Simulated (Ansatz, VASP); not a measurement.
**Two plane-wave programs on Hf2S**

```
Hf S
1.0
     3.37427    0.00000    0.00000
    -1.68714    2.92221    0.00000
     0.00000    0.00000   11.71741
Hf S
4 2
Cartesian
  1.6871 0.9741 10.5435
  0.0000 1.9481 4.6848
  1.6871 0.9741 7.0327
  0.0000 1.9481 1.1739
  0.0000 0.0000 8.7881
  0.0000 0.0000 2.9294
```

Alike in both runs: task single point; functional PBEsol; k mesh 12 × 12 × 4; occupations gaussian, width 0.1 eV; no spin polarisation.

|  | VASP | Ansatz |
| --- | --- | --- |
| version | VASP 6.6.1 | Ansatz 0.2.0 |
| potentials or method | VASP PAW PBE potentials, release 64 (Hf_pv, S), cutoff 520 eV | scalar-relativistic, plane waves, PAW |
| valence electrons in the cell | 52 | 116 |

```tsv
	VASP	Ansatz	Ansatz less VASP
gap on the k mesh at the Fermi level (eV)	none	none	-
pressure (GPa)	-3.3	-2.8	+0.45
traceless stress, the component that is largest in VASP (GPa)	0.28	0.29	+0.007
rms of the force components (eV/Å)	0.095	0.092	-0.0031
```

VASP's potentials were made for PBE, not for PBEsol. Atom by atom the forces differ by 0.003 eV/Å (rms over components). A gap of «none» marks a metal or a gap that the smearing closes. With one functional, cell and mesh, what is left measures potentials, basis and numerics. VASP's potentials hold 52 valence electrons a cell and Ansatz's 116, so a difference there can come from the potentials and not from the codes.

Spin-orbit coupling is off throughout.
